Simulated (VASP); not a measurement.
# Ta (P6_3/mmc) in VASP: relaxation of shape and atoms at fixed volume with r2SCAN

Aim: the relaxation of shape and atoms at fixed volume of Ta with r2SCAN.

Everything below comes from runs of VASP 6.6.1. Logs are shortened: lines on timing, memory, paths and dates and some standing lists are left out, and cuts for length are marked.

## Step 1: The cell of the first run

The structure is hexagonal, space group P6_3/mmc (No. 194). Conventional cell: a = 2.885 Å, b = 2.885 Å, c = 5.110 Å, α = 90.00°, β = 90.00°, γ = 120.00°. Ta (site symmetry -6m2) has 12 Ta at 2.89 to 3.05 Å within 3.8 Å.

## Step 2: Relaxation of shape and atoms at fixed volume, r2SCAN

Input file POSCAR:

```
Ta
1.0
    2.8850282021      0.0000000000      0.0000000000
   -1.4425141011      2.4985077136      0.0000000000
    0.0000000000      0.0000000000      5.1095390458
Ta
2
Direct
    0.3333333333      0.6666666667      0.7500000000
    0.6666666667      0.3333333333      0.2500000000
```

Input file INCAR.step1:

```
SYSTEM = Ta
ALGO = Normal ; EDIFF = 1E-4
ENCUT = 600 ; GGA = PE
ISMEAR = 0 ; LASPH = .True.
LCHARG = .False. ; LREAL = .False.
LWAVE = .True. ; NELM = 100
PREC = Accurate ; SIGMA = 0.05
```

Input file INCAR.step2:

```
SYSTEM = Ta
ALGO = Normal ; EDIFF = 1E-7
EDIFFG = -0.01 ; ENCUT = 600
IBRION = 2 ; ISIF = 4
ISMEAR = 0 ; ISTART = 1
LASPH = .True. ; LCHARG = .False.
LMIXTAU = .True. ; LREAL = .False.
LWAVE = .False. ; METAGGA = R2SCAN
NELM = 100 ; NSW = 60
PREC = Accurate ; SIGMA = 0.05
```

Input file KPOINTS:

```
k-points
0
Gamma
  16 16 8
  0 0 0
```

Potentials or basis: VASP PAW PBE potentials, release 64 (Ta_pv).

Command:

```console
> cat potpaw_PBE.64/Ta_pv/POTCAR > POTCAR
> cp INCAR.step1 INCAR
> mpirun -np 1 vasp_std > vasp.out
> cp INCAR.step2 INCAR
> mpirun -np 1 vasp_std > vasp.out
```

OUTCAR:

```text
SYSTEM = Ta
   EDIFF = 1E-7
   EDIFFG = -0.01
   ENCUT = 600
   IBRION = 2
   ISIF = 4
   ISMEAR = 0
   ISTART = 1
   LASPH = .True.
   LREAL = .False.
   METAGGA = R2SCAN
   NELM = 100
   NSW = 60
   PREC = Accurate

 ion  position               nearest neighbor table
   1  0.333  0.667  0.750-   2 3.05   2 3.05   2 3.05   2 3.05   2 3.05   2 3.05
   2  0.667  0.333  0.250-   1 3.05   1 3.05   1 3.05   1 3.05   1 3.05   1 3.05

  LATTYP: Found a hexagonal cell.
 ALAT       =     2.8850282021
 C/A-ratio  =     1.7710534136

  Lattice vectors:

 A1 = (   2.8850282021,   0.0000000000,   0.0000000000)
 A2 = (  -1.4425141011,   2.4985077136,   0.0000000000)
 A3 = (   0.0000000000,   0.0000000000,   5.1095390458)

Analysis of symmetry for initial positions (statically):
=====================================================================
 Subroutine PRICEL returns:
 Original cell was already a primitive cell.

 Routine SETGRP: Setting up the symmetry group for a
 hexagonal supercell.

 Subroutine GETGRP returns: Found 24 space group operations
 (whereof 12 operations were pure point group operations)
 out of a pool of 24 trial point group operations.

The static configuration has the point symmetry D_3d.
 The point group associated with its full space group is D_6h.

Analysis of symmetry for dynamics (positions and initial velocities):
=====================================================================
 Subroutine PRICEL returns:
 Original cell was already a primitive cell.

 Routine SETGRP: Setting up the symmetry group for a
 hexagonal supercell.

 Subroutine GETGRP returns: Found 24 space group operations
 (whereof 12 operations were pure point group operations)
 out of a pool of 24 trial point group operations.

The dynamic configuration has the point symmetry D_3d.
 The point group associated with its full space group is D_6h.

 Subroutine INISYM returns: Found 24 space group operations
 (whereof 12 operations are pure point group operations),
 and found     1 'primitive' translations

----------------------------------------------------------------------------------------

                                     Primitive cell

  volume of cell :      36.8309

  direct lattice vectors                    reciprocal lattice vectors
     2.885028202  0.000000000  0.000000000     0.346617062  0.200119454  0.000000000
    -1.442514101  2.498507714  0.000000000     0.000000000  0.400238908  0.000000000
     0.000000000  0.000000000  5.109539046     0.000000000  0.000000000  0.195712371

  length of vectors
     2.885028202  2.885028202  5.109539046     0.400238908  0.400238908  0.195712371

  position of ions in fractional coordinates (direct lattice)
     0.333333333  0.666666667  0.750000000
     0.666666667  0.333333333  0.250000000

  ion indices of the primitive-cell ions
   primitive index   ion index
                 1           1
                 2           2

----------------------------------------------------------------------------------------

 KPOINTS: k-points

Automatic generation of k-mesh.
 Grid dimensions read from file:
 generate k-points for:   16   16    8

 Generating k-lattice:

  Cartesian coordinates                     Fractional coordinates (reciprocal lattice)
     0.021663566  0.012507466  0.000000000     0.062500000  0.000000000  0.000000000
     0.000000000  0.025014932  0.000000000     0.000000000  0.062500000  0.000000000
     0.000000000  0.000000000  0.024464046     0.000000000  0.000000000  0.125000000

  Length of vectors
[... 65 lines left out ...]
   PSTRESS=    0.0 pullay stress
   NELECT =      22.0000    total number of electrons
   NUPDOWN=      -1.0000    fix difference up-down
   EMIN   =  10.00;   EMAX   =-10.00  energy-range for DOS
   EFERMI =   0.00;   METHOD = LEGACY
   ISMEAR =     0;   SIGMA  =   0.05  broadening in eV -4-tet -1-fermi 0-gaus
   EFERMI_NEDOS =   21; number of points for ismear=-14 and -15
   IALGO  =     38    algorithm
   IMIX   =      4    mixing-type and parameters
     AMIX     =   0.40;   BMIX     =  1.00
     AMIX_MAG =   1.60;   BMIX_MAG =  1.00
  volume/ion in A,a.u.               =      18.42       124.27
  Fermi-wavevector in a.u.,A,eV,Ry     =   1.378727  2.605416 25.863147  1.900888
  Thomas-Fermi vector in A             =   2.503762
   LORBIT       =      0    0 simple, 1 ext, 2 COOP (PROOUT), +10 PAW based schemes
   METAGGA = R2SCAN    functional components
   LHFCALC =     F    Hartree Fock is set to
   AEXX    =    0.0000 exact exchange contribution
   IVDW    =     0    specifies the selected vdW correction
   LEPSILON=     F    determine dielectric tensor
   LRPA    =     F    only Hartree local field effects (RPA)
 conjugate gradient relaxation of ions
 non-spin polarized calculation
 Gauss-broadening in eV      SIGMA  =   0.05
  energy-cutoff  :      600.00
  volume of cell :       36.83
 maximum number of plane-waves:      1252
 NGX is ok and might be reduce to    24
   NGX = 11   NGY = 11   NGZ = 21

--------------------------------------- Ionic step        1  -------------------------------------------

 number of electron      21.9999999 magnetization

 Free energy of the ion-electron system (eV)
  ---------------------------------------------------
  ext. energy  EPLUGINS =         0.00000000
  ---------------------------------------------------
  free energy    TOTEN  =       -96.55861412 eV

  energy without entropy =      -96.55606781  energy(sigma->0) =      -96.55734096

------------------------ aborting loop because EDIFF is reached ----------------------------------------

  FORCE on cell =-STRESS in cart. coord.  units (eV):
  Direction    XX          YY          ZZ          XY          YZ          ZX
  --------------------------------------------------------------------------------------
  -------------------------------------------------------------------------------------
  Total        0.3178870      0.3178870      0.2684817     -0.0000000      0.0000000      0.0000000
  in kB       13.8283667     13.8283667     11.6791918     -0.0000000      0.0000000      0.0000000
  external PRESSURE =      13.1119751 kB  Pullay stress =       0.0000000 kB

 VOLUME and BASIS-vectors are now :
 -----------------------------------------------------------------------------
  energy-cutoff  :      600.00
  volume of cell :       36.83
      direct lattice vectors                 reciprocal lattice vectors
     2.885028202  0.000000000  0.000000000     0.346617062  0.200119454  0.000000000
    -1.442514101  2.498507714  0.000000000     0.000000000  0.400238908  0.000000000
     0.000000000  0.000000000  5.109539046     0.000000000  0.000000000  0.195712371

 POSITION                                       TOTAL-FORCE (eV/Angst)
 -----------------------------------------------------------------------------------
     -0.00000      1.66567      3.83215        -0.000000      0.000000      0.000000
      1.44251      0.83284      1.27738         0.000000     -0.000000      0.000000
 -----------------------------------------------------------------------------------
    total drift:                               -0.000000      0.000000     -0.000000

  FREE ENERGIE OF THE ION-ELECTRON SYSTEM (eV)
  ---------------------------------------------------
  free  energy   TOTEN  =       -96.5586141179 eV

  energy  without entropy=      -96.5560678117  energy(sigma->0) =      -96.55734096

--------------------------------------- Ionic step        2  -------------------------------------------

 number of electron      21.9999999 magnetization

 Free energy of the ion-electron system (eV)
  ---------------------------------------------------
  ext. energy  EPLUGINS =         0.00000000
  ---------------------------------------------------
  free energy    TOTEN  =       -96.55862825 eV

  energy without entropy =      -96.55605293  energy(sigma->0) =      -96.55734059

 E-fermi :   5.6107     XC(G=0): -13.6244

 val. band max:        5.6097798849   @ k =   0.1875   0.0625   0.3750
 cond. band min:       5.6163757546   @ k =   0.1875   0.0000   0.0000
 fundamental gap:      0.0065958697
 Fermi energy:         5.6106744069

 k-point     1 :       0.0000    0.0000    0.0000
  band No.  band energies     occupation
      1     -30.1677      2.00000
      2     -29.2288      2.00000
      3     -29.1410      2.00000
      4     -29.1410      2.00000
      5     -29.0466      2.00000
      6     -29.0466      2.00000
      7      -3.0852      2.00000
      8       0.4091      2.00000
      9       5.0784      2.00000
     10       5.3815      2.00000
     11       6.2981      0.00000
     12       6.2981      0.00000
     13       6.9173      0.00000
     14       6.9173      0.00000
[... 401 lines left out ...]
      2     -29.9397      2.00000
      3     -29.7679      2.00000
      4     -29.5117      2.00000
      5     -29.3980      2.00000
      6     -29.3378      2.00000
      7       1.2886      2.00000
      8       2.6810      2.00000
      9       3.1051      2.00000
     10       3.8113      2.00000
     11       5.3846      2.00000
     12       5.6256      0.67359
     13       6.5330      0.00000
     14       8.1490      0.00000
     15      10.7837      0.00000

 [... further k-points ...]

------------------------ aborting loop because EDIFF is reached ----------------------------------------

  FORCE on cell =-STRESS in cart. coord.  units (eV):
  Direction    XX          YY          ZZ          XY          YZ          ZX
  --------------------------------------------------------------------------------------
  -------------------------------------------------------------------------------------
  Total        0.2939375      0.2939375      0.3074292     -0.0000000      0.0000000      0.0000000
  in kB       12.7865419     12.7865419     13.3734436     -0.0000000      0.0000000      0.0000000
  external PRESSURE =      12.9821758 kB  Pullay stress =       0.0000000 kB

 VOLUME and BASIS-vectors are now :
 -----------------------------------------------------------------------------
  energy-cutoff  :      600.00
  volume of cell :       36.83
      direct lattice vectors                 reciprocal lattice vectors
     2.886174708 -0.000000000  0.000000000     0.346479372  0.200039959 -0.000000000
    -1.443087354  2.499500617 -0.000000000     0.000000000  0.400079917 -0.000000000
     0.000000000  0.000000000  5.105480419    -0.000000000 -0.000000000  0.195867953

 POSITION                                       TOTAL-FORCE (eV/Angst)
 -----------------------------------------------------------------------------------
     -0.00000      1.66633      3.82911         0.000000     -0.000000      0.000000
      1.44309      0.83317      1.27637        -0.000000      0.000000      0.000000
 -----------------------------------------------------------------------------------
    total drift:                               -0.000000      0.000000     -0.000000

  FREE ENERGIE OF THE ION-ELECTRON SYSTEM (eV)
  ---------------------------------------------------
  free  energy   TOTEN  =       -96.5586282492 eV

  energy  without entropy=      -96.5560529329  energy(sigma->0) =      -96.55734059

 reached required accuracy - stopping structural energy minimisation
```

Run time: 5.1 min. Hardware: 1 thread of Intel Xeon 6975P-C (Granite Rapids), shared host; peak memory 0.23 GiB.

What came out:

| Item | Value |
| --- | --- |
| Free energy | -96.5586 eV |
| Energy gained by relaxing | 0.0 meV/atom |
| Ionic steps | 2 |
| Pressure after relaxing | 1.3 GPa |
| Band gap on the k mesh | zero (band 11 reaches 7.09 eV, above the bottom of band 12 at 4.83 eV) |

Final structure:
```cif
data_structure
_symmetry_space_group_name_H-M 'P 1'
_symmetry_Int_Tables_number 1
_cell_length_a 2.8862
_cell_length_b 2.8862
_cell_length_c 5.1055
_cell_angle_alpha 90.000
_cell_angle_beta 90.000
_cell_angle_gamma 120.000
_cell_volume 36.83
loop_
_atom_site_label
_atom_site_type_symbol
_atom_site_fract_x
_atom_site_fract_y
_atom_site_fract_z
_atom_site_occupancy
Ta1 Ta 0.33333 0.66667 0.75000 1
Ta2 Ta 0.66667 0.33333 0.25000 1
```

Caveat: the PAW data sets were made with another functional, which shifts forces and pressure a little; spin-orbit coupling is left out, which moves the levels of the heavy elements.
